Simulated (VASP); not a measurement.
Wanted: the native input for a VASP 6.6.1 run.

```
Task                   : single point
Functional             : PBE
Potentials or basis    : VASP PAW PBE potentials, release 64 (Ti_sv, O_h)
Cutoff                 : 910 eV
k mesh                 : 8 × 8 × 10
Occupations            : gaussian, width 0.05 eV
Spin                   : no spin polarisation
Dipole correction      : no
Further INCAR settings : ALGO = Normal; EDIFF = 1e-06; NBANDS = 33
```

The structure of TiO2 lies in POSCAR:

```
TiO2
1.0
    4.9182902157      0.0000000000      0.0000000000
    0.0000000000      4.9182902157      0.0000000000
    0.0000000000      0.0000000000      2.7827686040
Ti O
2 4
Direct
    0.0000000000      0.0000000000      0.0000000000
    0.5000000000      0.5000000000      0.5000000000
    0.3050970583      0.3050970583      0.0000000000
    0.1949029417      0.8050970583      0.5000000000
    0.6949029417      0.6949029417      0.0000000000
    0.8050970583      0.1949029417      0.5000000000
```

These files were run (other wordings do the same):

INCAR

```
SYSTEM = TiO2
PREC = Accurate ; ENCUT = 910
EDIFF = 1E-6 ; ISMEAR = 0
SIGMA = 0.05 ; LREAL = .FALSE.
LASPH = .TRUE. ; NELM = 120
ALGO = Normal ; ISIF = 2
LWAVE = .FALSE. ; LCHARG = .TRUE.
GGA = PE ; LELF = .TRUE.
LVHAR = .TRUE. ; NBANDS = 33
GGA_COMPAT = .FALSE.
```

KPOINTS

```
regular mesh
0
G
  8 8 10
  0 0 0
```

Potentials or basis: VASP PAW PBE potentials, release 64 (Ti_sv, O_h).

Run with:

```console
$ cat potpaw_PBE.64/Ti_sv/POTCAR potpaw_PBE.64/O_h/POTCAR > POTCAR
$ mpirun -np 1 vasp_std > vasp.out
```

It gave:

```json
{"Pressure": "-4.3 GPa", "Largest force": "0.420 eV/Å", "Band gap on the k mesh": "1.83 eV (least direct gap 1.85 eV)"}
```

Caveat: the cutoff is under 1.25 times the usual one of these potentials, so pressure, stress and relaxed cells hold a basis-set (Pulay) error; the cell stands under tension.

It took 5.7 min on 1 thread of Intel(R) Xeon(R) Platinum 8375C CPU @ 2.90GHz (Ice Lake) (shared host), peak memory 0.5 GiB.
